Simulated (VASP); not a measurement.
Input of a VASP 6.6.1 run:

Contents of INCAR:

```
SYSTEM = HOs12F
ALGO = Normal
EDIFF = 1E-6
ENCUT = 520
GGA = PE
ISIF = 2
ISMEAR = 0
LASPH = .TRUE.
LCHARG = .FALSE.
LREAL = .FALSE.
LWAVE = .FALSE.
NBANDS = 65
NELM = 80
PREC = Accurate
SIGMA = 0.15
```

The input KPOINTS:

```
k-points
0
G
  4 4 1
  0 0 0
```

POSCAR

```
HOs12F
1.0
    5.4800000000      0.0000000000      0.0000000000
    2.7400000000      4.7458190000      0.0000000000
    0.0000000000      0.0000000000     16.3264600000
Os F H
12 1 1
Direct
    0.0000000000      0.0000000000      0.0612503000
    0.5000000000      0.0000000000      0.0612503000
    0.0000000000      0.5000000000      0.0612503000
    0.5000000000      0.5000000000      0.0612503000
   -0.1666009227      0.3333471241      0.1902166397
    0.3332357535      0.3332689295      0.1894604316
   -0.1667747656      0.8332130165      0.1897545959
    0.3333493273      0.8333930953      0.1902182114
   -0.0011727452     -0.0010867403      0.3184934635
    0.5017413591      0.0003216158      0.3184764613
    0.0002634116      0.5017006867      0.3184590643
    0.4988107031      0.4987078515      0.3188780879
    0.5410400251      0.5433252091      0.4938040251
    0.6299076116      0.6327829156      0.4676612955
```

Potentials or basis: VASP PAW PBE potentials, release 64 (Os, F, H).

Launch:

```bash
$ cat potpaw_PBE.64/Os/POTCAR potpaw_PBE.64/F/POTCAR potpaw_PBE.64/H/POTCAR > POTCAR
$ mpirun -np 1 vasp_std > vasp.out
```

**Question.** Predict the band gap on the k mesh.

**Answer.** Zero (bands 52 and 53 overlap by 0.93 eV).

**Question.** What does it give for the largest force?

**Answer.** 0.242 eV/Å.

Forces in eV/Å, atoms in the order of the input:
```
Os   0.038  0.021  0.002
Os  -0.042  0.032 -0.020
Os   0.008 -0.052 -0.022
Os  -0.003  0.000  0.041
Os  -0.005 -0.001  0.002
Os   0.002 -0.001 -0.001
Os   0.003  0.004 -0.004
Os  -0.001 -0.002  0.002
Os  -0.006 -0.003 -0.004
Os   0.007  0.002 -0.002
Os   0.005  0.005  0.005
Os  -0.005 -0.002  0.004
F   -0.187 -0.110  0.108
H    0.186  0.108 -0.111
```

Caveat: there is no dipole correction, which matters where the two faces differ; spin-orbit coupling is left out, which moves the levels of the heavy elements.
